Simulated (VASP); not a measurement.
A run of VASP 6.6.1 is set up as follows.

The input INCAR:

```
PREC = Accurate ; ENCUT = 500
EDIFF = 1E-6 ; ISMEAR = 0
SIGMA = 0.1 ; LREAL = False
LASPH = True ; NELM = 200
ALGO = Normal ; ISIF = 2
LWAVE = False ; LCHARG = False
ISPIN = 2 ; MAGMOM = 0 0 1 1
LORBIT = 11 ; LMAXMIX = 6
GGA = PE ; NBANDS = 28
GGA_COMPAT = False
```

The input KPOINTS:

```
Automatic mesh
0
Gamma
  6 6 2
```

File POSCAR:

```
TbPIr2
1.0
    2.8502626336      0.0000000000      0.0000000000
    0.0000000000      2.8502626336      0.0000000000
    0.0000000000      0.0000000000      9.7603026109
Tb P Ir
1 1 2
Direct
    0.5000000000      0.5000000000      0.0000000000
    0.5000000000      0.5000000000      0.5000000000
    0.5000000000      0.5000000000      0.2802279995
    0.5000000000      0.5000000000      0.7197720005
```

Potentials or basis: VASP PAW PBE potentials, release 64 (Tb_3, P, Ir), 4f in core.

The run is started by

```sh
$ cat potpaw_PBE.64/Tb_3/POTCAR potpaw_PBE.64/P/POTCAR potpaw_PBE.64/Ir/POTCAR > POTCAR
$ mpirun -np 1 vasp_std > vasp.out
```

(1) Predict the band gap on the k mesh.

(2) Estimate the net moment.

(3) What does it give for the largest force?

(4) Predict the pressure.

## Answers

(1) zero (filled and empty bands overlap).

(2) 0.00 μB per cell.

(3) 0.144 eV/Å.

(4) 0.7 GPa.

Caveat: the k points lie up to 0.37 Å⁻¹ apart, too coarse for converged energies and pressures of a metal; the magnetic or orbital state may not be the lowest; the moments typed at the start vanished in this run; spin-orbit coupling is left out, which moves the levels of the heavy elements; the 4f electrons are frozen in the core, so they carry no moment and show no levels.
